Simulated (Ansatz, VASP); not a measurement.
# One calculation of Cd8H, two programs

```
CELL_PARAMETERS angstrom
0.00000 4.49990 4.49990
4.49990 0.00000 4.49990
4.49990 4.49990 0.00000
ATOMIC_POSITIONS crystal
Cd 0.00000 0.00000 0.00000
Cd 0.00000 0.00000 0.50000
Cd 0.00000 0.50000 0.00000
Cd 0.00000 0.50000 0.50000
Cd 0.50000 0.00000 0.00000
Cd 0.50000 0.00000 0.50000
Cd 0.50000 0.50000 0.00000
Cd 0.50000 0.50000 0.50000
H 0.25000 0.25000 0.25000
```

Alike in both runs: task relaxation of cell and atoms; functional PBE; k mesh 4 × 4 × 4; occupations gaussian, width 0.1 eV; no spin polarisation.

|  | VASP | Ansatz |
| --- | --- | --- |
| version | VASP 6.6.1 | Ansatz 0.2.0 |
| potentials or method | VASP PAW PBE potentials, release 64 (Cd, H), cutoff 600 eV | scalar-relativistic, plane waves, PAW |
| valence electrons in the cell | 97 | 161 |

Ansatz gave:

- gap on the k mesh at the Fermi level, each at its own relaxed structure (eV): none
- relaxed volume (Å³/atom): 20.86
- relaxed cell length with the largest relative difference (Å): 6.427

Question: Which values does VASP return?

Answer: gap on the k mesh at the Fermi level, each at its own relaxed structure (eV): none; relaxed volume (Å³/atom): 20.94; relaxed cell length with the largest relative difference (Å): 6.436.

A gap of «none» marks a metal or a gap that the smearing closes. VASP's potentials hold 97 valence electrons a cell and Ansatz's 161, so a difference there can come from the potentials and not from the codes.
